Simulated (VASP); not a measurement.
Wanted: the native input for a VASP 6.6.1 run.

```yaml
Task: single point
Functional: PBE-based screened hybrid
Potentials_or_basis: VASP PAW PBE potentials, release 64 (Si, O)
Cutoff: 520 eV
k_mesh: 5 × 5 × 5
Occupations: fermi-dirac, width 0.05 eV
Spin: no spin polarisation
Dipole_correction: no
Grid_for_exact_exchange_PRECFOCK: Normal
Share_of_exact_exchange: 0.25
Further_INCAR_settings: ALGO = Normal; EDIFF = 1e-07; NBANDS = 12
Screening_parameter: 0.3 1/Å
```

Crystal: SiO.

```
CELL_PARAMETERS angstrom
0.00000 2.43364 2.43364
2.43364 0.00000 2.43364
2.43364 2.43364 0.00000
ATOMIC_POSITIONS crystal
Si 0.75000 0.75000 0.75000
O 0.00000 0.00000 0.00000
```

One way to write it, as run:

POSCAR

```
SiO
1.0
    0.0000000000      2.4336400000      2.4336400000
    2.4336400000      0.0000000000      2.4336400000
    2.4336400000      2.4336400000      0.0000000000
Si O
1 1
Direct
    0.7500000000      0.7500000000      0.7500000000
    0.0000000000      0.0000000000      0.0000000000
```

INCAR.step1

```
SYSTEM = SiO
  ALGO = Normal
  EDIFF = 1E-5
  ENCUT = 520
  GGA = PE
  ISIF = 2
  ISMEAR = -1
  LASPH = .True.
  LCHARG = .False.
  LREAL = .False.
  LWAVE = .True.
  NBANDS = 12
  NELM = 100
  PREC = Accurate
  SIGMA = 0.05
```

INCAR.step2

```
SYSTEM = SiO
  AEXX = 0.25
  ALGO = Normal
  EDIFF = 1E-7
  ENCUT = 520
  GGA = PE
  HFSCREEN = 0.3
  ISIF = 2
  ISMEAR = -1
  ISTART = 1
  LASPH = .True.
  LCHARG = .False.
  LHFCALC = .True.
  LREAL = .False.
  LWAVE = .False.
  NBANDS = 12
  NELM = 100
  PREC = Accurate
  PRECFOCK = Normal
  SIGMA = 0.05
```

KPOINTS

```
k-points
0
Gamma
  5 5 5
  0 0 0
```

Potentials or basis: VASP PAW PBE potentials, release 64 (Si, O).

Command:

```bash
$ cat potpaw_PBE.64/Si/POTCAR potpaw_PBE.64/O/POTCAR > POTCAR
$ cp INCAR.step1 INCAR
$ mpirun -np 1 vasp_std > vasp.out
$ cp INCAR.step2 INCAR
$ mpirun -np 1 vasp_std > vasp.out
```

Results of the run:

```json
{"Pressure": "-1.3 GPa", "Band gap on the k mesh": "0.20 eV, indirect (least direct gap 1.03 eV)"}
```

Caveat: the k points lie up to 0.45 Å⁻¹ apart; the PAW data sets were made with another functional, which shifts forces and pressure a little.

Run time: 2 min on 1 thread of Intel(R) Xeon(R) 6975P-C (Granite Rapids), on a shared host, peak memory 0.25 GiB.
